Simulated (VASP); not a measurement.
# ZrNb2N4 in VASP: notebook

The runs below take ZrNb2N4 through single point, with PBE.

Everything below comes from runs of VASP 6.6.1. Logs are shortened: lines on timing, memory, paths and dates and some standing lists are left out, and cuts for length are marked.

## Step 1: The cell of the first run

The typed cell holds 7 atoms: a = 3.145 Å, b = 5.253 Å, c = 5.490 Å, α = 107.95°, β = 90.03°, γ = 89.98°.

## Step 2: Single point, PBE

INCAR

```
SYSTEM = ZrNb2N4
PREC     = Accurate       ! precision mode
ENCUT    = 520            ! plane-wave cutoff, eV
EDIFF    = 1E-7           ! SCF threshold, eV
ISMEAR   = 0              ! smearing method
SIGMA    = 0.15           ! smearing width, eV
LREAL    = .FALSE.        ! projectors in reciprocal space
LASPH    = .TRUE.         ! aspherical terms in the spheres
NELM     = 60             ! most SCF steps
ALGO     = Normal         ! electronic algorithm
ISIF     = 2              ! what is computed and relaxed
LWAVE    = .FALSE.        ! write WAVECAR
LCHARG   = .TRUE.         ! write CHGCAR
GGA      = PE             ! functional
LELF     = .TRUE.         ! ELF
LVHAR    = .TRUE.       
NBANDS   = 38             ! bands
```

KPOINTS

```
Automatic mesh
0
G
  4 3 2
  0 0 0
```

POSCAR

```
ZrNb2N4
1.0
    3.1428829656      0.0990247323      0.0662758403
   -0.1645503368      5.2503945935      0.0298788887
   -0.0581713339     -1.7240683996      5.2123779146
Zr Nb N
1 2 4
Direct
    0.5000000000      0.0000000000      0.5000000000
    0.0000000000      0.0000000000      0.0000000000
    0.5000000000      0.5000000000      0.0000000000
    0.4999622426      0.7710909094      0.7818339589
    0.0001007568      0.2532204852      0.7560571177
    0.9998992432      0.7467795148      0.2439428823
    0.5000377574      0.2289090906      0.2181660411
```

Potentials or basis: VASP PAW PBE potentials, release 64 (Zr_sv, Nb_sv, N).

Launch:

```
$ cat potpaw_PBE.64/Zr_sv/POTCAR potpaw_PBE.64/Nb_sv/POTCAR potpaw_PBE.64/N/POTCAR > POTCAR
$ mpirun -np 1 vasp_std > vasp.out
```

OUTCAR:

```text
SYSTEM = ZrNb2N4
   PREC = Accurate
   ENCUT = 520
   EDIFF = 1E-7
   ISMEAR = 0
   LREAL = .FALSE.
   LASPH = .TRUE.
   NELM = 60
   ISIF = 2
   GGA = PE

 ion  position               nearest neighbor table
   1  0.500  0.000  0.500-   4 2.23   7 2.23   6 2.25   5 2.25   5 2.25   6 2.25   3 3.16   3 3.16
                             2 3.16   2 3.16   2 3.16   2 3.16
   2  0.000  0.000  0.000-   7 2.11   4 2.11   7 2.11   4 2.11   5 2.16   6 2.16   1 3.16   1 3.16
                             1 3.16   1 3.16
   3  0.500  0.500  0.000-   4 2.12   7 2.12   6 2.21   5 2.21   5 2.21   6 2.21   1 3.16   1 3.16

   4  0.500  0.771  0.782-   2 2.11   2 2.11   3 2.12   1 2.23
   5  0.000  0.253  0.756-   2 2.16   3 2.21   3 2.21   1 2.25   1 2.25
   6  1.000  0.747  0.244-   2 2.16   3 2.21   3 2.21   1 2.25   1 2.25
   7  0.500  0.229  0.218-   2 2.11   2 2.11   3 2.12   1 2.23

  LATTYP: Found a triclinic cell.
 ALAT       =     5.4904170402
 B/A-ratio  =     1.1514342053
 C/A-ratio  =     0.5728419074
 COS(alpha) =     0.0001689706
 COS(beta)  =     0.0004688624
 COS(gamma) =     0.6124513957

  Lattice vectors:

 A1 = (  -0.0581713339,  -1.7240683996,   5.2123779146)
 A2 = (  -0.2227216707,   3.5263261939,   5.2422568033)
 A3 = (  -3.1428829656,  -0.0990247323,  -0.0662758403)

Analysis of symmetry for initial positions (statically):
=====================================================================
 Subroutine PRICEL returns:
 Original cell was already a primitive cell.

 Routine SETGRP: Setting up the symmetry group for a
 triclinic supercell.

 Subroutine GETGRP returns: Found  2 space group operations
 (whereof  2 operations were pure point group operations)
 out of a pool of  2 trial point group operations.

The static configuration has the point symmetry S_2 .

Analysis of symmetry for dynamics (positions and initial velocities):
=====================================================================
 Subroutine PRICEL returns:
 Original cell was already a primitive cell.

 Routine SETGRP: Setting up the symmetry group for a
 triclinic supercell.

 Subroutine GETGRP returns: Found  2 space group operations
 (whereof  2 operations were pure point group operations)
 out of a pool of  2 trial point group operations.

The dynamic configuration has the point symmetry S_2 .

 Subroutine INISYM returns: Found  2 space group operations
 (whereof  2 operations are pure point group operations),
 and found     1 'primitive' translations

----------------------------------------------------------------------------------------

                                     Primitive cell

  volume of cell :      86.2971

  direct lattice vectors                    reciprocal lattice vectors
     3.142882966  0.099024732  0.066275840     0.317722730  0.009918761  0.006826630
    -0.164550337  5.250394594  0.029878889    -0.007305209  0.189875984  0.062722664
    -0.058171334 -1.724068400  5.212377915    -0.003997997 -0.001214543  0.191404670

  length of vectors
     3.145140970  5.253057486  5.490417040     0.317950811  0.200100945  0.191450273

  position of ions in fractional coordinates (direct lattice)
     0.500000000  0.000000000  0.500000000
     0.000000000  0.000000000  0.000000000
     0.500000000  0.500000000  1.000000000
     0.499962243  0.771090909  0.781833959
     0.000100757  0.253220485  0.756057118
     0.999899243  0.746779515  0.243942882
     0.500037757  0.228909091  0.218166041

  ion indices of the primitive-cell ions
   primitive index   ion index
                 1           1
                 2           2
                 3           3
                 4           4
                 5           5
                 6           6
                 7           7

----------------------------------------------------------------------------------------

 KPOINTS: Automatic mesh

Automatic generation of k-mesh.
 Grid dimensions read from file:
 generate k-points for:    4    3    2

 Generating k-lattice:

  Cartesian coordinates                     Fractional coordinates (reciprocal lattice)
     0.079430683  0.002479690  0.001706658     0.250000000 -0.000000000  0.000000000
    -0.002435070  0.063291995  0.020907555     0.000000000  0.333333333 -0.000000000
    -0.001998998 -0.000607272  0.095702335    -0.000000000 -0.000000000  0.500000000

  Length of vectors
     0.079487703  0.066700315  0.095725136

  Shift w.r.t. Gamma in fractional coordinates (k-lattice)
     0.000000000  0.000000000  0.000000000

 Subroutine IBZKPT returns following result:
 ===========================================

 Found     14 irreducible k-points:

 Following reciprocal coordinates:
            Coordinates               Weight
  0.000000  0.000000  0.000000      1.000000
  0.250000 -0.000000 -0.000000      2.000000
  0.500000 -0.000000 -0.000000      1.000000
 -0.000000  0.333333 -0.000000      2.000000
  0.250000  0.333333 -0.000000      2.000000
  0.500000  0.333333  0.000000      2.000000
 -0.250000  0.333333  0.000000      2.000000
  0.000000  0.000000  0.500000      1.000000
  0.250000  0.000000  0.500000      2.000000
  0.500000  0.000000  0.500000      1.000000
 -0.000000  0.333333  0.500000      2.000000
  0.250000  0.333333  0.500000      2.000000
  0.500000  0.333333  0.500000      2.000000
 -0.250000  0.333333  0.500000      2.000000
   k-points           NKPTS =     14   k-points in BZ     NKDIM =     14   number of bands    NBANDS=     38
   number of dos      NEDOS =    301   number of ions     NIONS =      7
   total plane-waves  NPLWV =  40320
   dimension x,y,z NGX =    24 NGY =   40 NGZ =   42
   dimension x,y,z NGXF=    48 NGYF=   80 NGZF=   84
   ions per type =               1   2   4
   NGX,Y,Z   is equivalent  to a cutoff of  12.69, 12.66, 12.72 a.u.
   NGXF,Y,Z  is equivalent  to a cutoff of  25.37, 25.32, 25.43 a.u.
 SYSTEM =  ZrNb2N4
   PREC   = accura    normal or accurate (medium, high low for compatibility)
   ISTART =      0    job   : 0-new  1-cont  2-samecut
   ICHARG =      2    charge: 1-file 2-atom 10-const
   ISPIN  =      1    spin polarized calculation?
   LNONCOLLINEAR =      F non collinear calculations
   LSORBIT =      F    spin-orbit coupling
   LASPH  =      T    aspherical Exc in radial PAW
   ENCUT  =  520.0 eV  38.22 Ry    6.18 a.u.   5.85  9.77 10.21*2*pi/ulx,y,z
   NELM   =     60;   NELMIN=  2; NELMDL= -5     # of ELM steps
   EDIFF  = 0.1E-06   stopping-criterion for ELM
   LREAL  =      F    real-space projection
   EDIFFG = 0.1E-05   stopping-criterion for IOM
   NSW    =      0    number of steps for IOM
   IBRION =     -1    ionic relax: 0-MD 1-quasi-New 2-CG
   NFREE  =      0    steps in history (QN), initial steepest desc. (CG)
   ISIF   =      2    stress and relaxation
   ISYM   =      2    0-nonsym 1-usesym 2-fastsym
   POTIM  = 0.5000    time-step for ionic-motion
   TEBEG  =    0.0;   TEEND  =   0.0 temperature during run
   PSTRESS=    0.0 pullay stress
   NELECT =      58.0000    total number of electrons
   NUPDOWN=      -1.0000    fix difference up-down
   EMIN   =  10.00;   EMAX   =-10.00  energy-range for DOS
   EFERMI =   0.00;   METHOD = LEGACY
   ISMEAR =     0;   SIGMA  =   0.15  broadening in eV -4-tet -1-fermi 0-gaus
   EFERMI_NEDOS =   21; number of points for ismear=-14 and -15
   IALGO  =     38    algorithm
   IMIX   =      4    mixing-type and parameters
     AMIX     =   0.40;   BMIX     =  1.00
     AMIX_MAG =   1.60;   BMIX_MAG =  1.00
  volume/ion in A,a.u.               =      12.33        83.19
  Fermi-wavevector in a.u.,A,eV,Ry     =   1.434010  2.709885 27.978799  2.056384
  Thomas-Fermi vector in A             =   2.553465
   LORBIT       =      0    0 simple, 1 ext, 2 COOP (PROOUT), +10 PAW based schemes
   GGA     = PE    functional components
   LHFCALC =     F    Hartree Fock is set to
   AEXX    =    0.0000 exact exchange contribution
   IVDW    =     0    specifies the selected vdW correction
   LEPSILON=     F    determine dielectric tensor
   LRPA    =     F    only Hartree local field effects (RPA)
 non-spin polarized calculation
 Gauss-broadening in eV      SIGMA  =   0.15
  energy-cutoff  :      520.00
  volume of cell :       86.30
 maximum number of plane-waves:      2336
   NGX = 11   NGY = 19   NGZ = 21

 number of electron      58.0000000 magnetization

 Free energy of the ion-electron system (eV)
  ---------------------------------------------------
  ext. energy  EPLUGINS =         0.00000000
  ---------------------------------------------------
  free energy    TOTEN  =       -70.29647815 eV

  energy without entropy =      -70.26546245  energy(sigma->0) =      -70.28097030

 E-fermi :   9.4020     XC(G=0): -11.7947

 val. band max:        9.3358390940   @ k =  -0.2500   0.3333   0.0000
 cond. band min:       9.4521571411   @ k =   0.2500   0.3333   0.5000
 fundamental gap:      0.1163180471
 Fermi energy:         9.4020087086

 k-point     1 :       0.0000    0.0000    0.0000
  band No.  band energies     occupation
      1     -46.6827      2.00000
      2     -46.5435      2.00000
      3     -39.9735      2.00000
      4     -23.2838      2.00000
      5     -22.8114      2.00000
      6     -22.6246      2.00000
[... 30 lines left out ...]
     37      12.9827      0.00000
     38      13.1846      0.00000

 k-point     2 :       0.2500   -0.0000   -0.0000
  band No.  band energies     occupation
      1     -46.6530      2.00000
      2     -46.5341      2.00000
      3     -39.9416      2.00000
      4     -23.1354      2.00000
      5     -22.8596      2.00000
      6     -22.7323      2.00000
[... 30 lines left out ...]
     37      12.8941      0.00000
     38      13.7240      0.00000
[... 449 lines left out ...]
     37      13.7744      0.00000
     38      14.0473      0.00000

 k-point    14 :      -0.2500    0.3333    0.5000
  band No.  band energies     occupation
      1     -46.6433      2.00000
      2     -46.5440      2.00000
      3     -39.9420      2.00000
      4     -23.1177      2.00000
      5     -22.8811      2.00000
      6     -22.7298      2.00000
[... 30 lines left out ...]
     37      12.9323      0.00000
     38      13.8381      0.00000

------------------------ aborting loop because EDIFF is reached ----------------------------------------

  FORCE on cell =-STRESS in cart. coord.  units (eV):
  Direction    XX          YY          ZZ          XY          YZ          ZX
  --------------------------------------------------------------------------------------
  -------------------------------------------------------------------------------------
  Total       -0.0173860     -0.0033741     -0.0205581     -0.0218725      0.0416743      0.0280600
  in kB       -0.3227861     -0.0626430     -0.3816776     -0.4060804      0.7737180      0.5209569
  external PRESSURE =      -0.2557022 kB  Pullay stress =       0.0000000 kB

 VOLUME and BASIS-vectors are now :
 -----------------------------------------------------------------------------
  energy-cutoff  :      520.00
  volume of cell :       86.30
      direct lattice vectors                 reciprocal lattice vectors
     3.142882966  0.099024732  0.066275840     0.317722730  0.009918761  0.006826630
    -0.164550337  5.250394594  0.029878889    -0.007305209  0.189875984  0.062722664
    -0.058171334 -1.724068400  5.212377915    -0.003997997 -0.001214543  0.191404670

 POSITION                                       TOTAL-FORCE (eV/Angst)
 -----------------------------------------------------------------------------------
      1.54236     -0.81252      2.63933         0.000000      0.000000      0.000000
      0.00000      0.00000      0.00000         0.000000      0.000000      0.000000
      1.48917      2.67471      0.04808         0.000000      0.000000      0.000000
      1.39896      2.75010      4.13139        -0.000038     -0.019559      0.018704
     -0.08533      0.02602      3.94843        -0.006010      0.004685      0.037032
      3.00549      3.59933      1.36010         0.006010     -0.004685     -0.037032
      1.52120      0.87525      1.17714         0.000038      0.019559     -0.018704
 -----------------------------------------------------------------------------------
    total drift:                                0.000000     -0.000000     -0.000000

  FREE ENERGIE OF THE ION-ELECTRON SYSTEM (eV)
  ---------------------------------------------------
  free  energy   TOTEN  =       -70.2964781520 eV

  energy  without entropy=      -70.2654624451  energy(sigma->0) =      -70.28097030
```

It took 40 s on 1 thread of Intel Xeon Platinum 8488C (Sapphire Rapids), shared host; peak memory 0.2 GiB.

Results:

```yaml
Free_energy: -70.2965 eV
Pressure: 0.0 GPa
Largest_force: 0.038 eV/Å
Band_gap_on_the_k_mesh: zero (band 29 reaches 10.30 eV, above the bottom of band 30 at 8.62 eV)
```

Forces in eV/Å, atoms in the order of the input:
```
Zr   0.000  0.000  0.000
Nb   0.000  0.000  0.000
Nb   0.000  0.000  0.000
N    0.000 -0.020  0.019
N   -0.006  0.005  0.037
N    0.006 -0.005 -0.037
N    0.000  0.020 -0.019
```

Caveat: the k points lie up to 0.60 Å⁻¹ apart.

## Step 3: Single point, PBE

INCAR

```
PREC = Accurate
ENCUT = 520
EDIFF = 1E-6
ISMEAR = 0
SIGMA = 0.2
LREAL = False
LASPH = True
NELM = 100
ALGO = Normal
ISIF = 2
LWAVE = False
LCHARG = False
GGA = PE
NBANDS = 38
```

KPOINTS

```
Automatic mesh
0
Gamma
  8 4 4
```

POSCAR

```
ZrNb2N4
1.0
    0.0000000000     -3.1317693936      0.0000000000
   -5.2631738676      0.0000000000     -0.0102972877
    1.6847437289      0.0000000000     -5.2339310626
Zr Nb N
1 2 4
Direct
    0.5000000000      1.0000000000      0.5000000000
    1.0000000000      1.0000000000      1.0000000000
    0.5000000000      0.5000000000      0.0000000000
    0.5000000000      0.2294648307      0.2184618546
    1.0000000000      0.7480275156      0.2434282546
    1.0000000000      0.2519724844      0.7565717454
    0.5000000000      0.7705351693      0.7815381454
```

Potentials or basis: VASP PAW PBE potentials, release 64 (Zr_sv, Nb_sv, N).

Launch:

```
$ cat potpaw_PBE.64/Zr_sv/POTCAR potpaw_PBE.64/Nb_sv/POTCAR potpaw_PBE.64/N/POTCAR > POTCAR
$ mpirun -np 1 vasp_std > vasp.out
```

It took 96 s on 1 thread of Intel Xeon Platinum 8488C (Sapphire Rapids), shared host; peak memory 0.28 GiB.

It converged, with:

```
Free energy            : -70.3638 eV
Pressure               : -0.1 GPa
Largest force          : 0.060 eV/Å
Band gap on the k mesh : zero (band 29 reaches 10.30 eV, above the bottom of band 30 at 8.09 eV)
```

Forces on the atoms (eV/Å):
```
Zr   0.000  0.000  0.000
Nb   0.000  0.000  0.000
Nb   0.000  0.000  0.000
N    0.007  0.000  0.012
N    0.031  0.000  0.051
N   -0.031  0.000 -0.051
N   -0.007  0.000 -0.012
```

Stress tensor (GPa, compression positive):
```
-0.28  0.00 -0.13
 0.00  0.26  0.00
-0.13  0.00 -0.21
```

Levels at points of the mesh, in eV from the Fermi level:
| k point | band 25 | band 26 | band 27 | band 28 | band 29 | band 30 | band 31 | band 32 | band 33 | band 34 |
| --- | --- | --- | --- | --- | --- | --- | --- | --- | --- | --- |
| (0.00, 0.00, 0.00) | -2.55 | -2.53 | -1.67 | -1.42 | -1.34 | -0.16 | 0.40 | 0.79 | 1.99 | 2.57 |
| (0.50, 0.00, 0.00) | -3.95 | -3.94 | -2.98 | -2.68 | 0.89 | 1.20 | 1.68 | 2.00 | 2.24 | 2.37 |
| (0.00, 0.50, 0.00) | -4.24 | -4.01 | -2.20 | -1.44 | -0.53 | 0.30 | 0.79 | 1.03 | 1.77 | 1.78 |
| (0.50, 0.50, 0.00) | -4.08 | -3.64 | -2.54 | -1.95 | -0.62 | 0.10 | 1.89 | 1.90 | 2.39 | 2.42 |
| (0.00, 0.00, 0.50) | -4.02 | -3.66 | -1.79 | -1.34 | -0.53 | 0.18 | 0.34 | 0.60 | 1.71 | 2.66 |
| (0.50, 0.00, 0.50) | -4.03 | -3.81 | -3.13 | -2.05 | -0.20 | 0.82 | 1.12 | 1.23 | 2.41 | 2.58 |
| (0.00, 0.50, 0.50) | -3.02 | -2.52 | -2.47 | -2.32 | -2.20 | 0.75 | 1.42 | 1.45 | 2.05 | 2.12 |
| (0.50, 0.50, 0.50) | -2.44 | -2.34 | -2.22 | -2.15 | -2.12 | -1.32 | 2.32 | 2.38 | 2.79 | 3.09 |

[end of part 1 of 2]
